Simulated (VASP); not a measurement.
Write the native input for VASP 6.6.1 that does the following.

```
Task                   : single point
Functional             : PBE
Potentials or basis    : VASP PAW PBE potentials, release 64 (Ta_pv, F)
Cutoff                 : 520 eV
k mesh                 : 6 × 6 × 2
Occupations            : gaussian, width 0.2 eV
Spin                   : no spin polarisation
Dipole correction      : no
Further INCAR settings : ALGO = Normal; EDIFF = 1e-06; NBANDS = 38
```

The structure of Ta2F lies in POSCAR:

```
Ta2F
1.0
    2.9351921368      0.0000000000      0.0000000000
   -1.4675960684      2.5419509555      0.0000000000
    0.0000000000      0.0000000000     13.2409130312
Ta F
4 2
Direct
    0.0000000000      0.0000000000      0.2849905402
    0.0000000000      0.0000000000      0.7150094598
    0.3333333333      0.6666666667      0.0951556383
    0.6666666667      0.3333333333      0.9048443617
    0.6666666667      0.3333333333      0.3936497281
    0.3333333333      0.6666666667      0.6063502719
```

One way to write it, as run:

INCAR

```
PREC = Accurate ; ENCUT = 520
EDIFF = 1E-6 ; ISMEAR = 0
SIGMA = 0.2 ; LREAL = F
LASPH = T ; NELM = 60
ALGO = Normal ; ISIF = 2
LWAVE = F ; LCHARG = F
GGA = PE ; NBANDS = 38
```

KPOINTS

```
Automatic mesh
0
Gamma
  6 6 2
```

Potentials or basis: VASP PAW PBE potentials, release 64 (Ta_pv, F).

Command:

```sh
$ cat potpaw_PBE.64/Ta_pv/POTCAR potpaw_PBE.64/F/POTCAR > POTCAR
$ mpirun -np 1 vasp_std > vasp.out
```

It gave:

* Pressure: 0.4 GPa
* Largest force: 0.091 eV/Å
* Band gap on the k mesh: zero (band 29 reaches 5.10 eV, above the bottom of band 30 at 4.90 eV)

Caveat: the k points lie up to 0.41 Å⁻¹ apart; spin-orbit coupling is left out, which moves the levels of the heavy elements.

It took 51 s on 1 thread of Intel(R) Xeon(R) Platinum 8488C (Sapphire Rapids), with other jobs on the host, peak memory 0.24 GiB.
